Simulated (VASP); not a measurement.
# NiO (Fm-3m) in VASP: further runs

Runs on NiO. Level: r2SCAN. Tasks: single point.

All numbers are computed with VASP 6.6.1; they aren't measurements. Logs are shortened: lines on timing, memory, paths and dates and some standing lists are left out, and cuts for length are marked.

**1. The cell of the first run**

Symmetry: Fm-3m, No. 225, cubic system. The conventional cell has a = 4.189 Å, b = 4.189 Å, c = 4.189 Å, α = 90.00°, β = 90.00°, γ = 90.00°. Within 2.8 Å of Ni (site symmetry m-3m) lie 6 O at 2.09 Å. Within 2.8 Å of O (site symmetry m-3m) lie 6 Ni at 2.09 Å.

**2. Single point, r2SCAN, collinear spin, ferromagnetic start (9.19 Å³/atom)**

POSCAR reads:

```
NiO
1.0
    0.0000000000      2.0943165011      2.0943165011
    2.0943165011      0.0000000000      2.0943165011
    2.0943165011      2.0943165011      0.0000000000
Ni O
1 1
Direct
    0.0000000000      0.0000000000      0.0000000000
    0.5000000000      0.5000000000      0.5000000000
```

INCAR.step1 reads:

```
ALGO = Normal
EDIFF = 1E-5
ENCUT = 770
GGA = PE
GGA_COMPAT = F
ISMEAR = 0
ISPIN = 2
LASPH = T
LCHARG = F
LMAXMIX = 4
LREAL = F
LWAVE = T
MAGMOM = 1.83 0
NBANDS = 23
NELM = 200
PREC = Accurate
SIGMA = 0.05
```

INCAR.step2 reads:

```
ALGO = Normal
EDIFF = 1E-6
ENCUT = 770
GGA_COMPAT = F
ISIF = 2
ISMEAR = 0
ISPIN = 2
ISTART = 1
LASPH = T
LCHARG = F
LMAXMIX = 4
LMIXTAU = T
LORBIT = 11
LREAL = F
LWAVE = F
MAGMOM = 1.83 0
METAGGA = R2SCAN
NBANDS = 23
NELM = 200
PREC = Accurate
SIGMA = 0.05
```

KPOINTS reads:

```
k-points
0
Gamma
  14 14 14
```

Potentials or basis: VASP PAW PBE potentials, release 64 (Ni_sv_GW, O).

On the command line:

```sh
cat potpaw_PBE.64/Ni_sv_GW/POTCAR potpaw_PBE.64/O/POTCAR > POTCAR
cp INCAR.step1 INCAR
mpirun -np 1 vasp_std > vasp.out
cp INCAR.step2 INCAR
mpirun -np 1 vasp_std > vasp.out
```

OUTCAR:

```text
EDIFF = 1E-6
   ENCUT = 770
   ISIF = 2
   ISMEAR = 0
   ISPIN = 2
   ISTART = 1
   LASPH = T
   LORBIT = 11
   LREAL = F
   METAGGA = R2SCAN
   NELM = 200
   PREC = Accurate

 ion  position               nearest neighbor table
   1  0.000  0.000  0.000-   2 2.09   2 2.09   2 2.09   2 2.09   2 2.09   2 2.09
   2  0.500  0.500  0.500-   1 2.09   1 2.09   1 2.09   1 2.09   1 2.09   1 2.09

  LATTYP: Found a face centered cubic cell.
 ALAT       =     4.1886330022

  Lattice vectors:

 A1 = (   0.0000000000,   2.0943165011,   2.0943165011)
 A2 = (   2.0943165011,   0.0000000000,   2.0943165011)
 A3 = (   2.0943165011,   2.0943165011,   0.0000000000)

Analysis of symmetry for initial positions (statically):
=====================================================================
 Subroutine PRICEL returns:
 Original cell was already a primitive cell.

 Routine SETGRP: Setting up the symmetry group for a
 face centered cubic supercell.

 Subroutine GETGRP returns: Found 48 space group operations
 (whereof 48 operations were pure point group operations)
 out of a pool of 48 trial point group operations.

The static configuration has the point symmetry O_h .

Analysis of symmetry for dynamics (positions and initial velocities):
=====================================================================
 Subroutine PRICEL returns:
 Original cell was already a primitive cell.

 Routine SETGRP: Setting up the symmetry group for a
 face centered cubic supercell.

 Subroutine GETGRP returns: Found 48 space group operations
 (whereof 48 operations were pure point group operations)
 out of a pool of 48 trial point group operations.

The dynamic configuration has the point symmetry O_h .

Analysis of structural, dynamic, and magnetic symmetry:
=====================================================================
 Subroutine PRICEL returns:
 Original cell was already a primitive cell.

 Routine SETGRP: Setting up the symmetry group for a
 face centered cubic supercell.

 Subroutine GETGRP returns: Found 48 space group operations
 (whereof 48 operations were pure point group operations)
 out of a pool of 48 trial point group operations.

The overall configuration has the point symmetry O_h .

 Subroutine INISYM returns: Found 48 space group operations
 (whereof 48 operations are pure point group operations),
 and found     1 'primitive' translations

----------------------------------------------------------------------------------------

                                     Primitive cell

  volume of cell :      18.3720

  direct lattice vectors                    reciprocal lattice vectors
     0.000000000  2.094316501  2.094316501    -0.238741374  0.238741374  0.238741374
     2.094316501  0.000000000  2.094316501     0.238741374 -0.238741374  0.238741374
     2.094316501  2.094316501  0.000000000     0.238741374  0.238741374 -0.238741374

  length of vectors
     2.961810800  2.961810800  2.961810800     0.413512190  0.413512190  0.413512190

  position of ions in fractional coordinates (direct lattice)
     0.000000000  0.000000000  0.000000000
     0.500000000  0.500000000  0.500000000

  ion indices of the primitive-cell ions
   primitive index   ion index
                 1           1
                 2           2

----------------------------------------------------------------------------------------

 KPOINTS: k-points

Automatic generation of k-mesh.
 Grid dimensions read from file:
 generate k-points for:   14   14   14

 Generating k-lattice:

  Cartesian coordinates                     Fractional coordinates (reciprocal lattice)
    -0.017052955  0.017052955  0.017052955     0.071428571  0.000000000  0.000000000
     0.017052955 -0.017052955  0.017052955     0.000000000  0.071428571  0.000000000
     0.017052955  0.017052955 -0.017052955     0.000000000  0.000000000  0.071428571

  Length of vectors
     0.029536585  0.029536585  0.029536585

  Shift w.r.t. Gamma in fractional coordinates (k-lattice)
     0.000000000  0.000000000  0.000000000

 Subroutine IBZKPT returns following result:
 ===========================================

 Found    104 irreducible k-points:

 Following reciprocal coordinates:
            Coordinates               Weight
  0.000000  0.000000  0.000000      1.000000
  0.071429  0.000000  0.000000      8.000000
  0.142857  0.000000  0.000000      8.000000
  0.214286  0.000000  0.000000      8.000000
  0.285714  0.000000  0.000000      8.000000
  0.357143  0.000000  0.000000      8.000000
[... 16 lines left out ...]
  0.214286  0.142857  0.000000     24.000000
  0.285714  0.142857  0.000000     24.000000
 [... further k-points ...]
   k-points           NKPTS =    104   k-points in BZ     NKDIM =    104   number of bands    NBANDS=     23
   number of dos      NEDOS =    301   number of ions     NIONS =      2
   total plane-waves  NPLWV =  21952
   dimension x,y,z NGX =    28 NGY =   28 NGZ =   28
   dimension x,y,z NGXF=    56 NGYF=   56 NGZF=   56
   ions per type =               1   1
   NGX,Y,Z   is equivalent  to a cutoff of  15.72, 15.72, 15.72 a.u.
   NGXF,Y,Z  is equivalent  to a cutoff of  31.43, 31.43, 31.43 a.u.
 SYSTEM =  unknown system
   PREC   = accura    normal or accurate (medium, high low for compatibility)
   ISTART =      1    job   : 0-new  1-cont  2-samecut
   ICHARG =      0    charge: 1-file 2-atom 10-const
   ISPIN  =      2    spin polarized calculation?
   LNONCOLLINEAR =      F non collinear calculations
   LSORBIT =      F    spin-orbit coupling
   LASPH  =      T    aspherical Exc in radial PAW
   ENCUT  =  770.0 eV  56.59 Ry    7.52 a.u.   6.70  6.70  6.70*2*pi/ulx,y,z
   NELM   =    200;   NELMIN=  2; NELMDL=  0     # of ELM steps
   EDIFF  = 0.1E-05   stopping-criterion for ELM
   LREAL  =      F    real-space projection
   EDIFFG = 0.1E-04   stopping-criterion for IOM
   NSW    =      0    number of steps for IOM
   IBRION =     -1    ionic relax: 0-MD 1-quasi-New 2-CG
   NFREE  =      0    steps in history (QN), initial steepest desc. (CG)
   ISIF   =      2    stress and relaxation
   ISYM   =      2    0-nonsym 1-usesym 2-fastsym
   POTIM  = 0.5000    time-step for ionic-motion
   TEBEG  =    0.0;   TEEND  =   0.0 temperature during run
   PSTRESS=    0.0 pullay stress
   NELECT =      24.0000    total number of electrons
   NUPDOWN=      -1.0000    fix difference up-down
   EMIN   =  10.00;   EMAX   =-10.00  energy-range for DOS
   EFERMI =   0.00;   METHOD = LEGACY
   ISMEAR =     0;   SIGMA  =   0.05  broadening in eV -4-tet -1-fermi 0-gaus
   EFERMI_NEDOS =   21; number of points for ismear=-14 and -15
   IALGO  =     38    algorithm
   IMIX   =      4    mixing-type and parameters
     AMIX     =   0.40;   BMIX     =  1.00
     AMIX_MAG =   1.60;   BMIX_MAG =  1.00
  volume/ion in A,a.u.               =       9.19        61.99
  Fermi-wavevector in a.u.,A,eV,Ry     =   1.789615  3.381882 43.575674  3.202722
  Thomas-Fermi vector in A             =   2.852553
   LORBIT       =     11    0 simple, 1 ext, 2 COOP (PROOUT), +10 PAW based schemes
   METAGGA = R2SCAN    functional components
   LHFCALC =     F    Hartree Fock is set to
   AEXX    =    0.0000 exact exchange contribution
   IVDW    =     0    specifies the selected vdW correction
   LEPSILON=     F    determine dielectric tensor
   LRPA    =     F    only Hartree local field effects (RPA)
 spin polarized calculation
 Gauss-broadening in eV      SIGMA  =   0.05
  energy-cutoff  :      770.00
  volume of cell :       18.37
 maximum number of plane-waves:       911
   NGX = 13   NGY = 13   NGZ = 13

 number of electron      23.9999998 magnetization       1.9999890

 Free energy of the ion-electron system (eV)
  ---------------------------------------------------
  ext. energy  EPLUGINS =         0.00000000
  ---------------------------------------------------
  free energy    TOTEN  =       -21.11809214 eV

  energy without entropy =      -21.11809214  energy(sigma->0) =      -21.11809214

 E-fermi :   6.8196     XC(G=0): -13.7765

 val. band max:        6.4711081688   @ k =   0.5000   0.0000   0.0000
 cond. band min:       7.3217972198   @ k =   0.0000   0.0000   0.0000
 fundamental gap:      0.8506890510
 Fermi energy:         6.8196300615

 spin component 1

 k-point     1 :       0.0000    0.0000    0.0000
  band No.  band energies     occupation
      1    -102.2643      1.00000
      2     -61.1562      1.00000
      3     -61.1562      1.00000
      4     -61.1561      1.00000
      5     -14.5525      1.00000
      6       2.5110      1.00000
[... 15 lines left out ...]
     22      33.0585      0.00000
     23      33.0585      0.00000
[... 575 lines left out ...]
      1    -102.2628      1.00000
      2     -61.1691      1.00000
      3     -61.1600      1.00000
      4     -61.1595      1.00000
      5     -13.8646      1.00000
      6      -0.0816      1.00000
[... 15 lines left out ...]
     22      37.3870      0.00000
     23      38.3748      0.00000

 [... further k-points ...]

 spin component 2

 k-point     1 :       0.0000    0.0000    0.0000
  band No.  band energies     occupation
      1     -99.1034      1.00000
      2     -58.1463      1.00000
      3     -58.1463      1.00000
      4     -58.1400      1.00000
      5     -14.0419      1.00000
      6       4.3088      1.00000
[... 15 lines left out ...]
     22      34.1490      0.00000
     23      34.1500      0.00000
[... 575 lines left out ...]
      1     -99.1017      1.00000
      2     -58.1587      1.00000
      3     -58.1509      1.00000
      4     -58.1474      1.00000
      5     -13.3099      1.00000
      6       0.9309      1.00000
[... 15 lines left out ...]
     22      38.2252      0.00000
     23      39.2177      0.00000

 [... further k-points ...]
[... 5 lines left out ...]
  --------------------------------------------------------------------------------------
  -------------------------------------------------------------------------------------
  Total       -0.0414756     -0.0414756     -0.0414756      0.0000000      0.0000000      0.0000000
  in kB       -3.6169846     -3.6169846     -3.6169846      0.0000000      0.0000000      0.0000000
  external PRESSURE =      -3.6169846 kB  Pullay stress =       0.0000000 kB

 VOLUME and BASIS-vectors are now :
 -----------------------------------------------------------------------------
  energy-cutoff  :      770.00
  volume of cell :       18.37
      direct lattice vectors                 reciprocal lattice vectors
     0.000000000  2.094316501  2.094316501    -0.238741374  0.238741374  0.238741374
     2.094316501  0.000000000  2.094316501     0.238741374 -0.238741374  0.238741374
     2.094316501  2.094316501  0.000000000     0.238741374  0.238741374 -0.238741374

 POSITION                                       TOTAL-FORCE (eV/Angst)
 -----------------------------------------------------------------------------------
      0.00000      0.00000      0.00000         0.000000      0.000000     -0.000000
      2.09432      2.09432      2.09432         0.000000      0.000000      0.000000
 -----------------------------------------------------------------------------------
    total drift:                               -0.000000      0.000000      0.000000

  FREE ENERGIE OF THE ION-ELECTRON SYSTEM (eV)
  ---------------------------------------------------
  free  energy   TOTEN  =       -21.1180921436 eV

  energy  without entropy=      -21.1180921436  energy(sigma->0) =      -21.11809214

 total charge

# of ion       s       p       d       f       tot
--------------------------------------------------
    1        2.145   6.208   7.735   0.010  16.099
    2        1.550   3.498   0.000   0.000   5.048
--------------------------------------------------
tot          3.696   9.706   7.735   0.010  21.146

 magnetization (x)

# of ion       s       p       d       f       tot
--------------------------------------------------
    1        0.007   0.009   1.687   0.000   1.703
    2        0.028   0.239   0.000   0.000   0.267
--------------------------------------------------
tot          0.036   0.247   1.687   0.000   1.970
```

Wall time 9.4 min (1 thread of Intel Xeon Platinum 8375C at 2.90GHz (Ice Lake), shared host); peak memory 0.3 GiB.

What came out:

| Item | Value |
| --- | --- |
| Free energy | -21.1181 eV |
| Pressure | -0.4 GPa |
| Band gap on the k mesh | 0.85 eV (least direct gap 1.75 eV) |
| Net moment | 2.00 μB per cell |
| Site moments | Ni +1.70; O +0.27 μB |
| Valence electrons inside the program's atomic spheres | Ni 16.10; O 5.05 |

Levels at points of the mesh, in eV from the valence-band top:
Spin up:
```tsv
k point	band 9	band 10	band 11	band 12	band 13	band 14	band 15	band 16	band 17	band 18
(0.00, 0.00, 0.00)	-3.05	-3.05	-2.78	-2.78	-2.78	2.10	18.70	19.56	19.56	19.56
(0.50, 0.00, 0.00)	-2.46	-2.46	-1.79	0.00	0.00	6.27	10.82	14.77	14.77	22.01
(0.50, 0.50, 0.00)	-3.82	-3.66	-3.11	-2.13	-2.13	6.71	11.54	12.72	17.60	17.60
```
Spin down:
| k point | band 9 | band 10 | band 11 | band 12 | band 13 | band 14 |
| --- | --- | --- | --- | --- | --- | --- |
| (0.00, 0.00, 0.00) | -2.13 | -2.13 | -2.13 | 0.85 | 0.86 | 2.67 |
| (0.50, 0.00, 0.00) | -1.21 | -1.21 | -0.85 | 3.58 | 3.59 | 6.62 |
| (0.50, 0.50, 0.00) | -3.03 | -1.16 | -1.16 | 1.32 | 1.86 | 7.35 |

Caveat: the PAW data sets were made with another functional, which shifts forces and pressure a little; a cell with one magnetic atom can't hold antiferromagnetic order, which such compounds often take.

**3. Single point, r2SCAN, collinear spin, ferromagnetic start**

This run uses another cell than the first one, of 9.39 Å³/atom.

POSCAR reads:

```
NiO
1.0
    0.0000000000      2.1099651944      2.1099651944
    2.1099651944      0.0000000000      2.1099651944
    2.1099651944      2.1099651944      0.0000000000
Ni O
1 1
Direct
    0.0000000000      0.0000000000      0.0000000000
    0.5000000000      0.5000000000      0.5000000000
```

INCAR.step1 reads:

```
PREC = Accurate
ENCUT = 770
ISMEAR = 0
SIGMA = 0.05
LREAL = F
LASPH = T
NELM = 200
ISPIN = 2
MAGMOM = 2 0
LMAXMIX = 4
NBANDS = 23
GGA = PE
ALGO = Normal
EDIFF = 1E-5
LWAVE = T
LCHARG = F
GGA_COMPAT = F
```

INCAR.step2 reads:

```
PREC = Accurate
ENCUT = 770
EDIFF = 1E-6
ISMEAR = 0
SIGMA = 0.05
LREAL = F
LASPH = T
NELM = 200
ALGO = Normal
ISIF = 2
LWAVE = F
LCHARG = F
ISPIN = 2
MAGMOM = 2 0
LORBIT = 11
LMAXMIX = 4
METAGGA = R2SCAN
LMIXTAU = T
NBANDS = 23
ISTART = 1
GGA_COMPAT = F
```

KPOINTS reads:

```
Automatic mesh
0
Gamma
  14 14 14
```

Potentials or basis: VASP PAW PBE potentials, release 64 (Ni_sv_GW, O).

On the command line:

```sh
cat potpaw_PBE.64/Ni_sv_GW/POTCAR potpaw_PBE.64/O/POTCAR > POTCAR
cp INCAR.step1 INCAR
mpirun -np 1 vasp_std > vasp.out
cp INCAR.step2 INCAR
mpirun -np 1 vasp_std > vasp.out
```

It took 9.6 min on 1 thread of Intel Xeon Platinum 8259CL at 2.50GHz (Skylake/Cascade Lake), shared host; peak memory 0.3 GiB.

Results (log left out):

* Free energy: -21.1125 eV
* Pressure: -5.1 GPa
* Band gap on the k mesh: 0.93 eV (least direct gap 1.78 eV)
* Net moment: 2.00 μB per cell
* Site moments: Ni +1.71; O +0.26 μB
* Valence electrons inside the program's atomic spheres: Ni 16.08; O 5.04

Levels at points of the mesh, in eV from the valence-band top:
Spin up:
```
           k point  band 9  band 10  band 11  band 12  band 13  band 14  band 15  band 16  band 17  band 18
(0.00, 0.00, 0.00)   -2.97    -2.97    -2.64    -2.64    -2.64     2.01    18.65    19.43    19.43    19.43
(0.50, 0.00, 0.00)   -2.42    -2.42    -1.75     0.00     0.00     6.26    10.64    14.66    14.66    21.75
(0.50, 0.50, 0.00)   -3.70    -3.61    -3.10    -2.09    -2.09     6.60    11.43    12.67    17.37    17.37
```
Spin down:
| k point | band 7 | band 8 | band 9 | band 10 | band 11 | band 12 | band 13 | band 14 | band 15 | band 16 |
| --- | --- | --- | --- | --- | --- | --- | --- | --- | --- | --- |
| (0.00, 0.00, 0.00) | -2.08 | -2.08 | -2.01 | -2.01 | -2.01 | 0.93 | 0.93 | 2.58 | 18.74 | 19.77 |
| (0.50, 0.00, 0.00) | -4.17 | -4.17 | -1.17 | -1.17 | -0.82 | 3.56 | 3.57 | 6.60 | 11.46 | 15.08 |
| (0.50, 0.50, 0.00) | -3.39 | -3.39 | -2.91 | -1.12 | -1.12 | 1.38 | 1.88 | 7.23 | 12.06 | 13.04 |

Caveat: the cell stands under tension; the PAW data sets were made with another functional, which shifts forces and pressure a little; a cell with one magnetic atom can't hold antiferromagnetic order, which such compounds often take.
